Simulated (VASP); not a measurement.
# CdAu (P-6m2) in VASP: further runs

The runs below take CdAu through single point, with LDA.

Program: VASP 6.6.1. These are calculated values, not measurements. Logs are shortened: lines on timing, memory, paths and dates and some standing lists are left out, and cuts for length are marked.

### 1 The cell of the first run

The structure is hexagonal, space group P-6m2 (No. 187). The conventional cell has a = 3.262 Å, b = 3.262 Å, c = 4.129 Å, α = 90.00°, β = 90.00°, γ = 120.00°. Within 3.7 Å of Cd (site symmetry -6m2) lie 6 Au at 2.79 Å and 6 Cd at 3.26 Å. Within 3.7 Å of Au (site symmetry -6m2) lie 6 Cd at 2.79 Å and 6 Au at 3.26 Å.

### 2 Single point, LDA

File INCAR:

```
SYSTEM = CdAu
PREC = Accurate ; ENCUT = 520
EDIFF = 1E-7 ; ISMEAR = 0
SIGMA = 0.15 ; LREAL = .False.
LASPH = .True. ; NELM = 60
ALGO = Fast ; ISIF = 2
LWAVE = .False. ; LCHARG = .False.
NBANDS = 18
```

File KPOINTS:

```
regular mesh
0
Gamma
  21 21 12
  0 0 0
```

File POSCAR:

```
CdAu
1.0
    3.2623621846      0.0000000000      0.0000000000
   -1.6311810923      2.8252885283      0.0000000000
    0.0000000000      0.0000000000      4.1288091260
Cd Au
1 1
Direct
    0.0000000000      0.0000000000      0.0000000000
    0.3333333333      0.6666666667      0.5000000000
```

Potentials or basis: VASP PAW LDA potentials, release 64 (Cd, Au).

The run is started by

```sh
$ cat potpaw_LDA.64/Cd/POTCAR potpaw_LDA.64/Au/POTCAR > POTCAR
$ mpirun -np 1 vasp_std > vasp.out
```

OUTCAR:

```text
SYSTEM = CdAu
   PREC = Accurate
   ENCUT = 520
   EDIFF = 1E-7
   ISMEAR = 0
   LREAL = .False.
   LASPH = .True.
   NELM = 60
   ISIF = 2

 ion  position               nearest neighbor table
   1  0.000  0.000  0.000-   2 2.79   2 2.79   2 2.79   2 2.79   2 2.79   2 2.79
   2  0.333  0.667  0.500-   1 2.79   1 2.79   1 2.79   1 2.79   1 2.79   1 2.79

  LATTYP: Found a hexagonal cell.
 ALAT       =     3.2623621846
 C/A-ratio  =     1.2655888256

  Lattice vectors:

 A1 = (   3.2623621846,   0.0000000000,   0.0000000000)
 A2 = (  -1.6311810923,   2.8252885283,   0.0000000000)
 A3 = (   0.0000000000,   0.0000000000,   4.1288091260)

Analysis of symmetry for initial positions (statically):
=====================================================================
 Subroutine PRICEL returns:
 Original cell was already a primitive cell.

 Routine SETGRP: Setting up the symmetry group for a
 hexagonal supercell.

 Subroutine GETGRP returns: Found 12 space group operations
 (whereof 12 operations were pure point group operations)
 out of a pool of 24 trial point group operations.

The static configuration has the point symmetry D_3h.

Analysis of symmetry for dynamics (positions and initial velocities):
=====================================================================
 Subroutine PRICEL returns:
 Original cell was already a primitive cell.

 Routine SETGRP: Setting up the symmetry group for a
 hexagonal supercell.

 Subroutine GETGRP returns: Found 12 space group operations
 (whereof 12 operations were pure point group operations)
 out of a pool of 24 trial point group operations.

The dynamic configuration has the point symmetry D_3h.

 Subroutine INISYM returns: Found 12 space group operations
 (whereof 12 operations are pure point group operations),
 and found     1 'primitive' translations

----------------------------------------------------------------------------------------

                                     Primitive cell

  volume of cell :      38.0557

  direct lattice vectors                    reciprocal lattice vectors
     3.262362185  0.000000000  0.000000000     0.306526358  0.176973075  0.000000000
    -1.631181092  2.825288528  0.000000000     0.000000000  0.353946151  0.000000000
     0.000000000  0.000000000  4.128809126     0.000000000  0.000000000  0.242200588

  length of vectors
     3.262362185  3.262362185  4.128809126     0.353946151  0.353946151  0.242200588

  position of ions in fractional coordinates (direct lattice)
     0.000000000  0.000000000  0.000000000
     0.333333333  0.666666667  0.500000000

[... 77 lines left out ...]
   LREAL  =      F    real-space projection
   EDIFFG = 0.1E-05   stopping-criterion for IOM
   NSW    =      0    number of steps for IOM
   IBRION =     -1    ionic relax: 0-MD 1-quasi-New 2-CG
   NFREE  =      0    steps in history (QN), initial steepest desc. (CG)
   ISIF   =      2    stress and relaxation
   ISYM   =      2    0-nonsym 1-usesym 2-fastsym
   POTIM  = 0.5000    time-step for ionic-motion
   TEBEG  =    0.0;   TEEND  =   0.0 temperature during run
   PSTRESS=    0.0 pullay stress
   NELECT =      23.0000    total number of electrons
   NUPDOWN=      -1.0000    fix difference up-down
   EMIN   =  10.00;   EMAX   =-10.00  energy-range for DOS
   EFERMI =   0.00;   METHOD = LEGACY
   ISMEAR =     0;   SIGMA  =   0.15  broadening in eV -4-tet -1-fermi 0-gaus
   EFERMI_NEDOS =   21; number of points for ismear=-14 and -15
   IALGO  =     68    algorithm
   IMIX   =      4    mixing-type and parameters
     AMIX     =   0.40;   BMIX     =  1.00
     AMIX_MAG =   1.60;   BMIX_MAG =  1.00
  volume/ion in A,a.u.               =      19.03       128.41
  Fermi-wavevector in a.u.,A,eV,Ry     =   1.384132  2.615630 26.066333  1.915821
  Thomas-Fermi vector in A             =   2.508665
   LORBIT       =      0    0 simple, 1 ext, 2 COOP (PROOUT), +10 PAW based schemes
   GGA     = CA    functional components
   LHFCALC =     F    Hartree Fock is set to
   AEXX    =    0.0000 exact exchange contribution
   IVDW    =     0    specifies the selected vdW correction
   LEPSILON=     F    determine dielectric tensor
   LRPA    =     F    only Hartree local field effects (RPA)
 non-spin polarized calculation
 RMM-DIIS sequential band-by-band and
 Gauss-broadening in eV      SIGMA  =   0.15
  energy-cutoff  :      520.00
  volume of cell :       38.06
 maximum number of plane-waves:      1041
   NGX = 13   NGY = 13   NGZ = 15

 number of electron      22.9999999 magnetization

 Free energy of the ion-electron system (eV)
  ---------------------------------------------------
  ext. energy  EPLUGINS =         0.00000000
  ---------------------------------------------------
  free energy    TOTEN  =        -6.11668832 eV

  energy without entropy =       -6.10951805  energy(sigma->0) =       -6.11310319

 E-fermi :   5.5262     XC(G=0): -12.1673

 val. band max:        5.5247309286   @ k =   0.3333   0.1905   0.0000
 cond. band min:       5.5327410918   @ k =   0.3810   0.1429   0.4167
 fundamental gap:      0.0080101632
 Fermi energy:         5.5262121524

 k-point     1 :       0.0000    0.0000    0.0000
  band No.  band energies     occupation
      1      -3.8329      2.00000
      2      -3.6682      2.00000
      3      -3.2287      2.00000
      4      -3.2287      2.00000
      5      -3.0324      2.00000
      6      -3.0324      2.00000
[... 481 lines left out ...]
      5      -3.0224      2.00000
      6      -2.2265      2.00000
[... 10 lines left out ...]
     17      19.7913      0.00000
     18      19.8833      0.00000

 [... further k-points ...]

------------------------ aborting loop because EDIFF is reached ----------------------------------------

  FORCE on cell =-STRESS in cart. coord.  units (eV):
  Direction    XX          YY          ZZ          XY          YZ          ZX
  --------------------------------------------------------------------------------------
  -------------------------------------------------------------------------------------
  Total       -0.7271932     -0.7271932     -0.0325011      0.0000000     -0.0000000      0.0000000
  in kB      -30.6154475    -30.6154475     -1.3683243      0.0000000     -0.0000000      0.0000000
  external PRESSURE =     -20.8664064 kB  Pullay stress =       0.0000000 kB

 VOLUME and BASIS-vectors are now :
 -----------------------------------------------------------------------------
  energy-cutoff  :      520.00
  volume of cell :       38.06
      direct lattice vectors                 reciprocal lattice vectors
     3.262362185  0.000000000  0.000000000     0.306526358  0.176973075  0.000000000
    -1.631181092  2.825288528  0.000000000     0.000000000  0.353946151  0.000000000
     0.000000000  0.000000000  4.128809126     0.000000000  0.000000000  0.242200588

 POSITION                                       TOTAL-FORCE (eV/Angst)
 -----------------------------------------------------------------------------------
      0.00000      0.00000      0.00000         0.000000      0.000000      0.000000
     -0.00000      1.88353      2.06440         0.000000      0.000000      0.000000
 -----------------------------------------------------------------------------------
    total drift:                                0.000000     -0.000000     -0.000000

  FREE ENERGIE OF THE ION-ELECTRON SYSTEM (eV)
  ---------------------------------------------------
  free  energy   TOTEN  =        -6.1166883209 eV

  energy  without entropy=       -6.1095180527  energy(sigma->0) =       -6.11310319
```

OSZICAR:

```text
N       E                     dE             d eps       ncg     rms          rms(c)
DAV:   1     0.152524808585E+03    0.15252E+03   -0.12343E+04 12488   0.124E+03
DAV:   2    -0.323961060956E+01   -0.15576E+03   -0.14927E+03 12528   0.310E+02
DAV:   3    -0.652245407589E+01   -0.32828E+01   -0.32732E+01 14228   0.510E+01
DAV:   4    -0.653298884547E+01   -0.10535E-01   -0.10534E-01 13536   0.264E+00
DAV:   5    -0.653307026760E+01   -0.81422E-04   -0.81422E-04 13454   0.252E-01    0.852E+00
RMM:   6    -0.615981003897E+01    0.37326E+00   -0.78062E-01 12137   0.670E+00    0.551E+00
RMM:   7    -0.612363864413E+01    0.36171E-01   -0.45213E-02 12513   0.161E+00    0.289E+00
RMM:   8    -0.611684957132E+01    0.67891E-02   -0.83369E-03 12971   0.953E-01    0.174E-01
RMM:   9    -0.611670191470E+01    0.14766E-03   -0.76430E-04 13272   0.240E-01    0.109E-01
RMM:  10    -0.611668689905E+01    0.15016E-04   -0.14541E-04 13600   0.890E-02    0.326E-02
RMM:  11    -0.611668803517E+01   -0.11361E-05   -0.22209E-05 13853   0.379E-02    0.130E-02
RMM:  12    -0.611668820720E+01   -0.17202E-06   -0.49544E-06 13745   0.175E-02    0.467E-03
RMM:  13    -0.611668830640E+01   -0.99204E-07   -0.10411E-06 12570   0.716E-03    0.376E-03
RMM:  14    -0.611668832094E+01   -0.14538E-07   -0.29826E-07 10239   0.455E-03
   1 F= -.61166883E+01 E0= -.61131032E+01  d E =-.717027E-02
```

stdout:

```text
POSCAR found type information on POSCAR CdAu
 POSCAR found :  2 types and       2 ions
 scaLAPACK will be used
 LDA part: xc-table for (Slater(with rela. corr.)+CA(PZ))
 , standard interpolation
 POSCAR, INCAR and KPOINTS ok, starting setup
 FFT: planning ... GRIDC
 FFT: planning ... GRID_SOFT
 FFT: planning ... GRID
 WAVECAR not read
 entering main loop
```

It took 2.4 min on 1 thread of Oxide Virtual Turin-like, shared host; peak memory 0.3 GiB.

Results:

- Free energy: -6.1167 eV
- Pressure: -2.1 GPa
- Band gap on the k mesh: zero (an odd number of electrons rules out a gap without spin polarisation)

Stress tensor (GPa, compression positive):
```
-3.06  0.00  0.00
 0.00 -3.06  0.00
 0.00  0.00 -0.14
```

Levels at points of the mesh, in eV from the Fermi level:
| k point | band 8 | band 9 | band 10 | band 11 | band 12 | band 13 | band 14 | band 15 | band 16 | band 17 |
| --- | --- | --- | --- | --- | --- | --- | --- | --- | --- | --- |
| (0.00, 0.00, 0.00) | -4.32 | -4.32 | -3.55 | -3.55 | 0.52 | 4.53 | 11.53 | 11.53 | 12.29 | 14.60 |
| (0.00, 0.00, 0.50) | -4.26 | -4.02 | -4.02 | -3.62 | -3.62 | 12.46 | 12.46 | 12.46 | 12.56 | 14.18 |

Caveat: spin-orbit coupling is left out, which moves the levels of the heavy elements.

(Continued in part 2 of 2.)

The gap in the log of VASP goes by the Fermi energy; the results here count the filled bands.